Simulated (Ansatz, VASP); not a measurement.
AlN in VASP and in Ansatz

The input INCAR:

```
SYSTEM = AlN
  PREC = Accurate
  ENCUT = 520
  EDIFF = 1E-7
  ISMEAR = 0
  SIGMA = 0.05
  LREAL = .FALSE.
  LASPH = .TRUE.
  NELM = 60
  ALGO = Normal
  ISIF = 2
  LWAVE = .FALSE.
  LCHARG = .FALSE.
  GGA = PS
  NBANDS = 16
```

File KPOINTS:

```
regular mesh
0
G
  12 12 6
  0 0 0
```

POSCAR

```
AlN
1.0
    3.3121157418      0.1551726225      0.0000000000
   -1.5216744378      2.7907900614      0.0000000000
    0.0000000000      0.0000000000      4.1875630000
Al N
2 2
Direct
    0.3333333333      0.6666666667      0.7500000000
    0.6666666667      0.3333333333      0.2500000000
    0.3333333333      0.6666666667      0.2500000000
    0.6666666667      0.3333333333      0.7500000000
```

Input for Ansatz:

```yaml
crystal:
  lattice:
    - [3.3121157418, 0.1551726225, 0.0]
    - [-1.5216744378, 2.7907900614, 0.0]
    - [0.0, 0.0, 4.187563]
  atoms:
    - { symbol: Al, position: [0.3333333333, 0.6666666667, 0.75] }
    - { symbol: Al, position: [0.6666666667, 0.3333333333, 0.25] }
    - { symbol: "N", position: [0.3333333333, 0.6666666667, 0.25] }
    - { symbol: "N", position: [0.6666666667, 0.3333333333, 0.75] }
basis:
  ecutwfc: 420
kpoints:
  mp_grid: { grid: [12, 12, 6] }
hamiltonian:
  xc: pbesol
scf:
  occupations: { method: gaussian, width: 0.05 }
output:
  forces: true
  stress: true
  eigenvalues: true
```

Change from the starting cell: strain +0.0937 x Voigt [0, 0, 0, 0, 0, 1], atoms carried along.

Alike in both runs: task single point; functional PBEsol; k mesh 12 × 12 × 6; occupations gaussian, width 0.05 eV; no spin polarisation.

|  | VASP | Ansatz |
| --- | --- | --- |
| version | VASP 6.6.1 | Ansatz 0.2.0 |
| potentials or method | VASP PAW PBE potentials, release 64 (Al, N), cutoff 520 eV | scalar-relativistic, plane waves, PAW |
| valence electrons in the cell | 16 | 16 |

VASP gave:

| Item | Value |
| --- | --- |
| gap on the k mesh at the Fermi level (eV) | 3.13 |
| least direct gap on the mesh (eV) | 3.13 |
| pressure (GPa) | -1.9 |
| traceless stress, the component that is largest in VASP (GPa) | -15.65 |
| rms of the force components (eV/Å) | 0.685 |

Problem. Which values does Ansatz return?

Solution. gap on the k mesh at the Fermi level (eV): 3.12; least direct gap on the mesh (eV): 3.12; pressure (GPa): -1.9; traceless stress, the component that is largest in VASP (GPa): -15.47; rms of the force components (eV/Å): 0.675.

VASP's potentials were made for PBE, not for PBEsol. Atom by atom the forces differ by 0.010 eV/Å (rms over components).
